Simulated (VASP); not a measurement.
SrO: single point with PBEsol

SrO:

```
Sr O
1.0
     0.00000    2.56980    2.51840
     2.56980    0.00000    2.51840
     2.56980    2.56980    0.00000
Sr O
1 1
Direct
  0.00000 0.00000 0.00000
  0.50000 0.50000 0.50000
```

This cell differs from its parent crystal: zz strain of -2 %.

| Item | Value |
| --- | --- |
| Program | VASP 6.6.1 |
| Task | single point |
| Functional | PBEsol |
| Potentials or basis | VASP PAW PBE potentials, release 64 (Sr_sv, O) |
| Cutoff | 520 eV |
| k mesh | 8 × 8 × 8 |
| Occupations | fermi-dirac, width 0.03 eV |
| Spin | no spin polarisation |
| Dipole correction | no |
| Further INCAR settings | ALGO = Normal; EDIFF = 1e-06; NBANDS = 15 |

```
Pressure               : 1.7 GPa
Band gap on the k mesh : 3.03 eV, indirect (least direct gap 3.17 eV)
```

Stress tensor (GPa, compression positive):
```
0.68 0.00 0.00
0.00 0.68 0.00
0.00 0.00 3.86
```

Levels at points of the mesh, in eV from the valence-band top:
| k point | band 4 | band 5 | band 6 | band 7 | band 8 | band 9 | band 10 | band 11 | band 12 | band 13 |
| --- | --- | --- | --- | --- | --- | --- | --- | --- | --- | --- |
| (0.00, 0.00, 0.00) | -13.85 | -13.84 | -0.08 | -0.08 | 0.00 | 3.91 | 6.10 | 6.10 | 6.26 | 8.26 |
| (0.50, 0.00, 0.00) | -13.92 | -12.64 | -2.32 | -1.26 | -1.25 | 6.53 | 8.40 | 8.90 | 8.94 | 12.02 |
| (0.50, 0.50, 0.00) | -14.28 | -14.28 | -0.36 | -0.16 | -0.16 | 3.03 | 7.88 | 10.27 | 10.40 | 11.28 |
| (0.50, 0.00, 0.50) | -14.26 | -14.22 | -0.50 | -0.16 | -0.06 | 3.11 | 7.86 | 10.30 | 10.32 | 11.15 |

It took 22 s on 1 thread of Intel Xeon 6975P-C, with other jobs on the host, peak memory 0.17 GiB.

Caveat: the cell differs from its parent crystal (zz strain of -2 %); the PAW data sets were made with another functional, which shifts forces and pressure a little. A k mesh can miss the band edges.
